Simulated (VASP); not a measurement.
Here is a VASP 6.6.1 calculation.

INCAR

```
SYSTEM = Al4Ni3Pd
PREC = Accurate
ENCUT = 520
EDIFF = 1E-7
ISMEAR = 0
SIGMA = 0.2
LREAL = .False.
LASPH = .True.
NELM = 80
ALGO = Fast
ISIF = 2
LWAVE = .False.
LCHARG = .False.
GGA = PE
NBANDS = 36
```

The input KPOINTS:

```
regular mesh
0
Gamma
  6 6 6
  0 0 0
```

The input POSCAR:

```
Al4Ni3Pd
1.0
   -2.9468547000      2.9468547000      2.9468547000
    2.9468547000     -2.9468547000      2.9468547000
    2.9468547000      2.9468547000     -2.9468547000
Al Ni Pd
4 3 1
Direct
    0.5000000000      1.0000000000      1.0000000000
    1.0000000000      0.0000000000      0.5000000000
    0.5000000000      0.5000000000      0.5000000000
    1.0000000000      0.5000000000      0.0000000000
    1.0000000000      0.5000000000      0.5000000000
    0.5000000000      0.5000000000      0.0000000000
    0.5000000000      0.0000000000      0.5000000000
    0.0000000000      0.0000000000      0.0000000000
```

Potentials or basis: VASP PAW PBE potentials, release 64 (Al, Ni, Pd).

Launch:

```bash
$ cat potpaw_PBE.64/Al/POTCAR potpaw_PBE.64/Ni/POTCAR potpaw_PBE.64/Pd/POTCAR > POTCAR
$ mpirun -np 1 vasp_std > vasp.out
```

What does it give for the pressure?

-0.1 GPa.

Predict the band gap on the k mesh.

zero (bands 26 and 27 overlap by 2.10 eV).

Spin polarisation is off, so any magnetic state and its effect on volume and gap are missing.
